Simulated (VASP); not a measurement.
Runs of VASP 6.6.1 on C. The structure is that of space group Pm-3m (No. 221), or close to it. The cells are those of the table. The cell was built from a structure type or drawn by symmetry, and may not be a known phase.

```tsv
task	spin	cell	k mesh	gap on the mesh (eV)	pressure (GPa)	moment (μB)	relaxed volume (Å³/atom)
single point	off	a = 1.743, b = 1.743, c = 1.858 Å, 1 atom	10 × 10 × 10	none	-0.4	-	-
single point	off	a = 1.802, b = 1.802, c = 1.850 Å, 1 atom	10 × 10 × 10	none	-18.3	-	-
relaxation of cell and atoms	off	relaxed from a = 1.743, b = 1.743, c = 1.858 Å, 1 atom	32 × 32 × 30	none	0.1	-	5.77
single point	collinear	a = 1.802, b = 1.802, c = 1.850 Å, 1 atom	10 × 10 × 10	none	-18.3	0.00	-
single point	collinear	a = 1.743, b = 1.743, c = 1.858 Å, 1 atom	10 × 10 × 10	none	-0.4	0.00	-
relaxation of cell and atoms	off	relaxed from a = 1.802, b = 1.802, c = 1.850 Å, 1 atom	10 × 10 × 10	none	0.0	-	(a)
```

Alike in all rows: level PBE; potentials or basis VASP PAW PBE potentials, release 64 (C); cutoff (eV) 600; smearing gaussian 0.1 eV.

Fill in the values left out.

(a) 5.64.

Caveats: some runs use coarse meshes; the cell stands under tension (at least some runs).

A gap of «none» marks levels without a gap at the run's occupations.
